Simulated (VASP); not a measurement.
# CdS (I-4m2) in VASP: notebook

Aim: see how the results for CdS move with the level of theory and the settings. Levels: PBE, r2SCAN. Tasks: single point.

Program: VASP 6.6.1. These are calculated values, not measurements. Logs are shortened: lines on timing, memory, paths and dates and some standing lists are left out, and cuts for length are marked.

**1. The cell of the first run**

It takes space group I-4m2 (No. 119, tetragonal). The conventional cell has a = 4.157 Å, b = 4.157 Å, c = 5.996 Å, α = 90.00°, β = 90.00°, γ = 90.00°. Cd (site symmetry -4m2) has 4 S at 2.56 Å within 3.4 Å. S (site symmetry -4m2) has 4 Cd at 2.56 Å within 3.4 Å.

**2. Single point, PBE (uniaxial z strain +2.0%)**

Contents of INCAR:

```
SYSTEM = CdS
  PREC = Accurate
  ENCUT = 520
  EDIFF = 1E-7
  ISMEAR = -1
  SIGMA = 0.02
  LREAL = .FALSE.
  LASPH = .TRUE.
  NELM = 80
  ALGO = Normal
  ISIF = 2
  LWAVE = .FALSE.
  LCHARG = .FALSE.
  GGA = PE
  NBANDS = 16
```

Contents of KPOINTS:

```
regular mesh
0
G
  8 8 8
  0 0 0
```

Contents of POSCAR:

```
CdS
1.0
    0.0000000000      2.9392148430      2.9979991399
    2.9392148430      0.0000000000      2.9979991399
    2.9392148430      2.9392148430      0.0000000000
Cd S
1 1
Direct
    0.0000000000      0.0000000000      0.0000000000
    0.2500000000      0.2500000000      0.2500000000
```

Potentials or basis: VASP PAW PBE potentials, release 64 (Cd, S).

Launch:

```bash
$ cat potpaw_PBE.64/Cd/POTCAR potpaw_PBE.64/S/POTCAR > POTCAR
$ mpirun -np 1 vasp_std > vasp.out
```

OUTCAR:

```text
SYSTEM = CdS
   PREC = Accurate
   ENCUT = 520
   EDIFF = 1E-7
   ISMEAR = -1
   LREAL = .FALSE.
   LASPH = .TRUE.
   NELM = 80
   ISIF = 2
   GGA = PE

 ion  position               nearest neighbor table
   1  0.000  0.000  0.000-   2 2.56   2 2.56   2 2.56   2 2.56
   2  0.250  0.250  0.250-   1 2.56   1 2.56   1 2.56   1 2.56

  LATTYP: Found a body centered tetragonal cell.
 ALAT       =     4.1566774937
 C/A-ratio  =     1.4424978336

  Lattice vectors:

 A1 = (  -2.9392148430,   0.0000000000,   2.9979991399)
 A2 = (   2.9392148430,   0.0000000000,   2.9979991399)
 A3 = (   0.0000000000,   2.9392148430,  -2.9979991399)

Analysis of symmetry for initial positions (statically):
=====================================================================
 Subroutine PRICEL returns:
 Original cell was already a primitive cell.

 Routine SETGRP: Setting up the symmetry group for a
 body centered tetragonal supercell.

 Subroutine GETGRP returns: Found  8 space group operations
 (whereof  8 operations were pure point group operations)
 out of a pool of 16 trial point group operations.

The static configuration has the point symmetry D_2d.

Analysis of symmetry for dynamics (positions and initial velocities):
=====================================================================
 Subroutine PRICEL returns:
 Original cell was already a primitive cell.

 Routine SETGRP: Setting up the symmetry group for a
 body centered tetragonal supercell.

 Subroutine GETGRP returns: Found  8 space group operations
 (whereof  8 operations were pure point group operations)
 out of a pool of 16 trial point group operations.

The dynamic configuration has the point symmetry D_2d.

 Subroutine INISYM returns: Found  8 space group operations
 (whereof  8 operations are pure point group operations),
 and found     1 'primitive' translations

----------------------------------------------------------------------------------------

                                     Primitive cell

  volume of cell :      51.7993

  direct lattice vectors                    reciprocal lattice vectors
     0.000000000  2.939214843  2.997999140    -0.170113458  0.170113458  0.166777900
     2.939214843  0.000000000  2.997999140     0.170113458 -0.170113458  0.166777900
     2.939214843  2.939214843  0.000000000     0.170113458  0.170113458 -0.166777900

  length of vectors
     4.198450040  4.198450040  4.156677494     0.292732036  0.292732036  0.292732036

  position of ions in fractional coordinates (direct lattice)
     0.000000000  0.000000000  0.000000000
     0.250000000  0.250000000  0.250000000

  ion indices of the primitive-cell ions
   primitive index   ion index
                 1           1
                 2           2

----------------------------------------------------------------------------------------

 KPOINTS: regular mesh

Automatic generation of k-mesh.
 Grid dimensions read from file:
 generate k-points for:    8    8    8

 Generating k-lattice:

  Cartesian coordinates                     Fractional coordinates (reciprocal lattice)
    -0.021264182  0.021264182  0.020847237     0.125000000  0.000000000  0.000000000
     0.021264182 -0.021264182  0.020847237     0.000000000  0.125000000  0.000000000
     0.021264182  0.021264182 -0.020847237    -0.000000000 -0.000000000  0.125000000

  Length of vectors
     0.036591504  0.036591504  0.036591504

  Shift w.r.t. Gamma in fractional coordinates (k-lattice)
     0.000000000  0.000000000  0.000000000

 Subroutine IBZKPT returns following result:
 ===========================================

 Found     59 irreducible k-points:

 Following reciprocal coordinates:
            Coordinates               Weight
  0.000000  0.000000  0.000000      1.000000
  0.125000  0.000000  0.000000      8.000000
  0.250000  0.000000  0.000000      8.000000
  0.375000  0.000000  0.000000      8.000000
  0.500000  0.000000  0.000000      4.000000
  0.125000  0.125000  0.000000      2.000000
[... 16 lines left out ...]
  0.250000  0.000000  0.125000     16.000000
  0.375000  0.000000  0.125000     16.000000
 [... further k-points ...]
   k-points           NKPTS =     59   k-points in BZ     NKDIM =     59   number of bands    NBANDS=     16
   number of dos      NEDOS =    301   number of ions     NIONS =      2
   total plane-waves  NPLWV =  32768
   dimension x,y,z NGX =    32 NGY =   32 NGZ =   32
   dimension x,y,z NGXF=    64 NGYF=   64 NGZF=   64
   ions per type =               1   1
   NGX,Y,Z   is equivalent  to a cutoff of  12.67, 12.67, 12.80 a.u.
   NGXF,Y,Z  is equivalent  to a cutoff of  25.34, 25.34, 25.60 a.u.
 SYSTEM =  CdS
   PREC   = accura    normal or accurate (medium, high low for compatibility)
   ISTART =      0    job   : 0-new  1-cont  2-samecut
   ICHARG =      2    charge: 1-file 2-atom 10-const
   ISPIN  =      1    spin polarized calculation?
   LNONCOLLINEAR =      F non collinear calculations
   LSORBIT =      F    spin-orbit coupling
   LASPH  =      T    aspherical Exc in radial PAW
   ENCUT  =  520.0 eV  38.22 Ry    6.18 a.u.   7.81  7.81  7.73*2*pi/ulx,y,z
   NELM   =     80;   NELMIN=  2; NELMDL= -5     # of ELM steps
   EDIFF  = 0.1E-06   stopping-criterion for ELM
   LREAL  =      F    real-space projection
   EDIFFG = 0.1E-05   stopping-criterion for IOM
   NSW    =      0    number of steps for IOM
   IBRION =     -1    ionic relax: 0-MD 1-quasi-New 2-CG
   NFREE  =      0    steps in history (QN), initial steepest desc. (CG)
   ISIF   =      2    stress and relaxation
   ISYM   =      2    0-nonsym 1-usesym 2-fastsym
   POTIM  = 0.5000    time-step for ionic-motion
   TEBEG  =    0.0;   TEEND  =   0.0 temperature during run
   PSTRESS=    0.0 pullay stress
   NELECT =      18.0000    total number of electrons
   NUPDOWN=      -1.0000    fix difference up-down
   EMIN   =  10.00;   EMAX   =-10.00  energy-range for DOS
   EFERMI =   0.00;   METHOD = LEGACY
   ISMEAR =    -1;   SIGMA  =   0.02  broadening in eV -4-tet -1-fermi 0-gaus
   EFERMI_NEDOS =   21; number of points for ismear=-14 and -15
   IALGO  =     38    algorithm
   IMIX   =      4    mixing-type and parameters
     AMIX     =   0.40;   BMIX     =  1.00
     AMIX_MAG =   1.60;   BMIX_MAG =  1.00
  volume/ion in A,a.u.               =      25.90       174.78
  Fermi-wavevector in a.u.,A,eV,Ry     =   1.150953  2.174986 18.023542  1.324693
  Thomas-Fermi vector in A             =   2.287614
   LORBIT       =      0    0 simple, 1 ext, 2 COOP (PROOUT), +10 PAW based schemes
   GGA     = PE    functional components
   LHFCALC =     F    Hartree Fock is set to
   AEXX    =    0.0000 exact exchange contribution
   IVDW    =     0    specifies the selected vdW correction
   LEPSILON=     F    determine dielectric tensor
   LRPA    =     F    only Hartree local field effects (RPA)
 non-spin polarized calculation
  energy-cutoff  :      520.00
  volume of cell :       51.80
 maximum number of plane-waves:      1415
   NGX = 15   NGY = 15   NGZ = 15

 number of electron      18.0000001 magnetization

 Free energy of the ion-electron system (eV)
  ---------------------------------------------------
  ext. energy  EPLUGINS =         0.00000000
  ---------------------------------------------------
  free energy    TOTEN  =        -6.14567855 eV

  energy without entropy =       -6.14567855  energy(sigma->0) =       -6.14567855

 E-fermi :   1.3834     XC(G=0):  -8.9498

 val. band max:        0.9742533720   @ k =   0.0000   0.0000   0.0000
 cond. band min:       2.0078239654   @ k =   0.0000   0.0000   0.0000
 fundamental gap:      1.0335705934
 Fermi energy:         1.3834131752

 k-point     1 :       0.0000    0.0000    0.0000
  band No.  band energies     occupation
      1     -11.1590      2.00000
      2      -6.6350      2.00000
      3      -6.6233      2.00000
      4      -6.6233      2.00000
      5      -6.2076      2.00000
      6      -6.2016      2.00000
[... 8 lines left out ...]
     15      12.2652      0.00000
     16      12.5012      0.00000

 k-point     2 :       0.1250    0.0000    0.0000
  band No.  band energies     occupation
      1     -11.1026      2.00000
      2      -6.6119      2.00000
      3      -6.6032      2.00000
      4      -6.5747      2.00000
      5      -6.2077      2.00000
      6      -6.2031      2.00000
[... 8 lines left out ...]
     15      11.8897      0.00000
     16      12.7812      0.00000

 k-point     3 :       0.2500    0.0000    0.0000
  band No.  band energies     occupation
      1     -10.9657      2.00000
      2      -6.5685      2.00000
      3      -6.5593      2.00000
      4      -6.3951      2.00000
      5      -6.2004      2.00000
      6      -6.2003      2.00000
[... 8 lines left out ...]
     15      11.5987      0.00000
     16      12.2006      0.00000

 k-point     4 :       0.3750    0.0000    0.0000
  band No.  band energies     occupation
      1     -10.8289      2.00000
      2      -6.5360      2.00000
      3      -6.5249      2.00000
      4      -6.1857      2.00000
      5      -6.1812      2.00000
      6      -6.0772      2.00000
[... 8 lines left out ...]
     15      12.3620      0.00000
     16      12.4099      0.00000
[... 324 lines left out ...]
 k-point    22 :       0.1250    0.0000    0.1250
  band No.  band energies     occupation
      1     -11.0832      2.00000
      2      -6.5955      2.00000
      3      -6.5840      2.00000
      4      -6.5801      2.00000
      5      -6.2166      2.00000
      6      -6.1945      2.00000
[... 8 lines left out ...]
     15      12.3903      0.00000
     16      13.3790      0.00000

 k-point    23 :       0.2500    0.0000    0.1250
  band No.  band energies     occupation
      1     -10.9729      2.00000
      2      -6.5606      2.00000
      3      -6.5420      2.00000
      4      -6.4534      2.00000
      5      -6.2176      2.00000
      6      -6.1827      2.00000
[... 8 lines left out ...]
     15      12.3032      0.00000
     16      13.5262      0.00000

 k-point    24 :       0.3750    0.0000    0.1250
  band No.  band energies     occupation
      1     -10.8369      2.00000
      2      -6.5259      2.00000
      3      -6.5034      2.00000
      4      -6.2680      2.00000
      5      -6.1697      2.00000
      6      -6.1096      2.00000
[... 8 lines left out ...]
     15      12.8195      0.00000
     16      13.0600      0.00000

 [... further k-points ...]

------------------------ aborting loop because EDIFF is reached ----------------------------------------

  FORCE on cell =-STRESS in cart. coord.  units (eV):
  Direction    XX          YY          ZZ          XY          YZ          ZX
  --------------------------------------------------------------------------------------
  -------------------------------------------------------------------------------------
  Total        0.2171918      0.2171918      0.0898513      0.0000000     -0.0000000      0.0000000
  in kB        6.7178415      6.7178415      2.7791418      0.0000000     -0.0000000      0.0000000
  external PRESSURE =       5.4049416 kB  Pullay stress =       0.0000000 kB

 VOLUME and BASIS-vectors are now :
 -----------------------------------------------------------------------------
  energy-cutoff  :      520.00
  volume of cell :       51.80
      direct lattice vectors                 reciprocal lattice vectors
     0.000000000  2.939214843  2.997999140    -0.170113458  0.170113458  0.166777900
     2.939214843  0.000000000  2.997999140     0.170113458 -0.170113458  0.166777900
     2.939214843  2.939214843  0.000000000     0.170113458  0.170113458 -0.166777900

 POSITION                                       TOTAL-FORCE (eV/Angst)
 -----------------------------------------------------------------------------------
      0.00000      0.00000      0.00000         0.000000      0.000000      0.000000
      1.46961      1.46961      1.49900         0.000000      0.000000      0.000000
 -----------------------------------------------------------------------------------
    total drift:                               -0.000000     -0.000000     -0.000001

  FREE ENERGIE OF THE ION-ELECTRON SYSTEM (eV)
  ---------------------------------------------------
  free  energy   TOTEN  =        -6.1456785524 eV

  energy  without entropy=       -6.1456785524  energy(sigma->0) =       -6.14567855
```

Wall time 31 s (1 thread of AMD EPYC 7R13 (Zen 3), shared host); peak memory 0.17 GiB.

Results:

```yaml
Free_energy: -6.1457 eV
Pressure: 0.5 GPa
Band_gap_on_the_k_mesh: 1.03 eV
```

Stress tensor (GPa, compression positive):
```
0.67 0.00 0.00
0.00 0.67 0.00
0.00 0.00 0.28
```

Caveat: the cell differs from its parent crystal (uniaxial z strain +2.0%).

**3. Single point, PBE (uniaxial z strain +4.0%)**

INCAR: that of step 2 with these lines changed.

```diff
@@ -3,3 +3,3 @@
   ENCUT = 520
-  EDIFF = 1E-7
+  EDIFF = 1E-6
   ISMEAR = -1
```

KPOINTS is that of step 2.

Contents of POSCAR:

```
CdS
1.0
    0.0000000000      2.9392148430      3.0567834368
    2.9392148430      0.0000000000      3.0567834368
    2.9392148430      2.9392148430      0.0000000000
Cd S
1 1
Direct
    0.0000000000      0.0000000000      0.0000000000
    0.2500000000      0.2500000000      0.2500000000
```

Potentials or basis: VASP PAW PBE potentials, release 64 (Cd, S).

Launch:

```bash
$ cat potpaw_PBE.64/Cd/POTCAR potpaw_PBE.64/S/POTCAR > POTCAR
$ mpirun -np 1 vasp_std > vasp.out
```

Run time: 28 s. Hardware: 1 thread of AMD EPYC 7R13 (Zen 3), shared host; peak memory 0.17 GiB.

Results (log left out):

```yaml
Free_energy: -6.1432 eV
Pressure: -0.5 GPa
Band_gap_on_the_k_mesh: 0.97 eV
```

Stress tensor (GPa, compression positive):
```
-0.25  0.00  0.00
 0.00 -0.25  0.00
 0.00  0.00 -1.10
```

Levels at points of the mesh, in eV from the valence-band top:
```csv
k point,band 6,band 7,band 8,band 9,band 10,band 11,band 12,band 13
"(0.00, 0.00, 0.00)",-7.16,-0.12,0.00,0.00,0.97,6.52,6.52,6.52
"(0.50, 0.00, 0.00)",-6.84,-4.07,-0.78,-0.63,2.86,6.83,7.11,7.25
"(0.50, 0.50, 0.00)",-6.82,-3.87,-1.61,-1.61,3.70,4.42,8.70,10.43
"(0.50, 0.00, 0.50)",-6.76,-3.65,-1.78,-1.73,3.57,4.12,9.05,10.11
```

Caveat: the cell differs from its parent crystal (uniaxial z strain +4.0%).

**4. Single point, r2SCAN (uniaxial z strain -2.0%)**

Contents of POSCAR:

```
CdS
1.0
    0.0000000000      2.9392148430      2.8804305462
    2.9392148430      0.0000000000      2.8804305462
    2.9392148430      2.9392148430      0.0000000000
Cd S
1 1
Direct
    0.0000000000      0.0000000000      0.0000000000
    0.2500000000      0.2500000000      0.2500000000
```

Contents of INCAR.step1:

```
  PREC = Accurate
  ENCUT = 520
  ISMEAR = 0
  SIGMA = 0.01
  LREAL = False
  LASPH = True
  NELM = 100
  NBANDS = 16
  GGA = PE
  ALGO = Normal
  EDIFF = 1E-4
  LWAVE = True
  LCHARG = False
```

Contents of INCAR.step2:

```
  PREC = Accurate
  ENCUT = 520
  EDIFF = 1E-6
  ISMEAR = 0
  SIGMA = 0.01
  LREAL = False
  LASPH = True
  NELM = 100
  ALGO = Normal
  ISIF = 2
  LWAVE = False
  LCHARG = False
  METAGGA = R2SCAN
  LMIXTAU = True
  NBANDS = 16
  ISTART = 1
```

Contents of KPOINTS:

```
Automatic mesh
0
Gamma
  8 8 8
```

Launch:

```bash
$ cat potpaw_PBE.64/Cd/POTCAR potpaw_PBE.64/S/POTCAR > POTCAR
$ cp INCAR.step1 INCAR
$ mpirun -np 1 vasp_std > vasp.out
$ cp INCAR.step2 INCAR
$ mpirun -np 1 vasp_std > vasp.out
```

Run time: 3.1 min. Hardware: 1 thread of AMD EPYC 7R13 (Zen 3), shared host; peak memory 0.18 GiB.

The run converged. Its results:

| Item | Value |
| --- | --- |
| Free energy | -29.6793 eV |
| Pressure | 1.6 GPa |
| Band gap on the k mesh | 1.55 eV |

Stress tensor (GPa, compression positive):
```
1.47 0.00 0.00
0.00 1.47 0.00
0.00 0.00 1.79
```

Levels at points of the mesh, in eV from the valence-band top:
| k point | band 7 | band 8 | band 9 | band 10 | band 11 | band 12 |
| --- | --- | --- | --- | --- | --- | --- |
| (0.00, 0.00, 0.00) | -0.06 | -0.06 | 0.00 | 1.55 | 7.04 | 7.04 |
| (0.50, 0.00, 0.00) | -4.49 | -0.84 | -0.76 | 3.43 | 7.36 | 7.53 |
| (0.50, 0.50, 0.00) | -3.92 | -2.01 | -2.01 | 3.76 | 4.59 | 9.89 |
| (0.50, 0.00, 0.50) | -4.05 | -1.94 | -1.91 | 3.83 | 4.78 | 9.67 |

Caveat: the cell differs from its parent crystal (uniaxial z strain -2.0%); the PAW data sets were made with another functional, which shifts forces and pressure a little.

**5. Single point, r2SCAN (uniaxial z strain -1.0%)**

Contents of POSCAR:

```
CdS
1.0
    0.0000000000      2.9392148430      2.9098226946
    2.9392148430      0.0000000000      2.9098226946
    2.9392148430      2.9392148430      0.0000000000
Cd S
1 1
Direct
    0.0000000000      0.0000000000      0.0000000000
    0.2500000000      0.2500000000      0.2500000000
```

Contents of INCAR.step1:

```
PREC = Accurate
ENCUT = 520
ISMEAR = 0
SIGMA = 0.01
LREAL = F
LASPH = T
NELM = 80
NBANDS = 16
GGA = PE
ALGO = Normal
EDIFF = 1E-4
LWAVE = T
LCHARG = F
```

Contents of INCAR.step2:

```
PREC = Accurate
ENCUT = 520
EDIFF = 1E-6
ISMEAR = 0
SIGMA = 0.01
LREAL = F
LASPH = T
NELM = 80
ALGO = Normal
ISIF = 2
LWAVE = F
LCHARG = T
METAGGA = R2SCAN
LMIXTAU = T
LELF = T
LVHAR = T
NBANDS = 16
ISTART = 1
```

Contents of KPOINTS:

```
regular mesh
0
Gamma
  8 8 8
```

Launch:

```bash
$ cat potpaw_PBE.64/Cd/POTCAR potpaw_PBE.64/S/POTCAR > POTCAR
$ cp INCAR.step1 INCAR
$ mpirun -np 1 vasp_std > vasp.out
$ cp INCAR.step2 INCAR
$ mpirun -np 1 vasp_std > vasp.out
```

Wall time 4.7 min (1 thread of AMD EPYC 7R13 (Zen 3), shared host); peak memory 0.18 GiB.

Results (log left out):

```
Free energy            : -29.6838 eV
Pressure               : 0.9 GPa
Band gap on the k mesh : 1.54 eV
```

Stress tensor (GPa, compression positive):
```
0.86 0.00 0.00
0.00 0.86 0.00
0.00 0.00 1.03
```

Levels at points of the mesh, in eV from the valence-band top:
```tsv
k point	band 5	band 6	band 7	band 8	band 9	band 10	band 11	band 12	band 13	band 14
(0.00, 0.00, 0.00)	-7.45	-7.44	-0.03	-0.03	0.00	1.54	7.06	7.06	7.06	11.86
(0.50, 0.00, 0.00)	-7.41	-7.07	-4.40	-0.79	-0.75	3.43	7.42	7.50	7.84	11.51
(0.50, 0.50, 0.00)	-7.36	-6.99	-3.90	-1.93	-1.93	3.82	4.66	9.79	11.43	11.43
(0.50, 0.00, 0.50)	-7.36	-7.01	-3.96	-1.89	-1.88	3.86	4.75	9.68	11.39	11.52
```

Caveat: the cell differs from its parent crystal (uniaxial z strain -1.0%); the PAW data sets were made with another functional, which shifts forces and pressure a little.

**6. Summary**

| level | cell | smearing | gap on the mesh (eV) | pressure (GPa) |
| --- | --- | --- | --- | --- |
| PBE | a = 4.198, b = 4.198, c = 4.157 Å, angles 60.3, 60.3, 59.3°, 2 atoms | fermi-dirac 0.02 eV | 1.03 | 0.5 |
| PBE | a = 4.241, b = 4.241, c = 4.157 Å, angles 60.7, 60.7, 58.7°, 2 atoms | fermi-dirac 0.02 eV | 0.97 | -0.5 |
| r2SCAN | a = 4.115, b = 4.115, c = 4.157 Å, angles 59.7, 59.7, 60.7°, 2 atoms | gaussian 0.01 eV | 1.55 | 1.6 |
| r2SCAN | a = 4.136, b = 4.136, c = 4.157 Å, angles 59.8, 59.8, 60.3°, 2 atoms | gaussian 0.01 eV | 1.54 | 0.9 |

Alike in all rows: task single point; potentials or basis VASP PAW PBE potentials, release 64 (Cd, S); no spin polarisation; k mesh 8 × 8 × 8; cutoff (eV) 520.

Caveats: the PAW data sets were made with another functional, which shifts forces and pressure a little (at least some runs).

Total energies depend on the potentials used, so only differences within one code and one set of settings carry meaning.
